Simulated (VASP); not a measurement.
**Li2S: single point with PBE-based screened hybrid**

Li2S:

```
S Li
1.0
     0.00000    2.84529    2.84529
     2.84529    0.00000    2.84529
     2.84529    2.84529    0.00000
S Li
1 2
Direct
  0.00000 0.00000 0.00000
  0.25000 0.25000 0.25000
  0.75000 0.75000 0.75000
```

| Item | Value |
| --- | --- |
| Program | VASP 6.6.1 |
| Task | single point |
| Functional | PBE-based screened hybrid |
| Potentials or basis | VASP PAW PBE potentials, release 64 (S, Li_sv) |
| Cutoff | 650 eV |
| k mesh | 4 × 4 × 4 |
| Occupations | gaussian, width 0.01 eV |
| Spin | no spin polarisation |

```yaml
Pressure: -0.1 GPa
Band_gap_on_the_k_mesh: 3.89 eV, indirect (least direct gap 4.84 eV)
```

Levels at points of the mesh, in eV from the valence-band top:
```
           k point  band 2  band 3  band 4  band 5  band 6  band 7  band 8  band 9  band 10  band 11
(0.00, 0.00, 0.00)  -45.33  -11.51    0.00    0.00    0.00    4.84    6.83    6.83     6.83    11.87
(0.50, 0.00, 0.00)  -45.35  -11.05   -3.01   -0.53   -0.53    6.73    7.17    7.17     9.06    13.56
(0.50, 0.50, 0.00)  -45.35  -10.91   -2.28   -1.48   -1.48    3.89    7.70   11.84    11.84    12.91
```

Wall time 120 s on 1 thread of Intel(R) Xeon(R) Platinum 8559C (Emerald Rapids) (shared host), peak memory 0.29 GiB.

Caveat: the k points lie up to 0.48 Å⁻¹ apart; the PAW data sets were made with another functional, which shifts forces and pressure a little. A k mesh can miss the band edges.
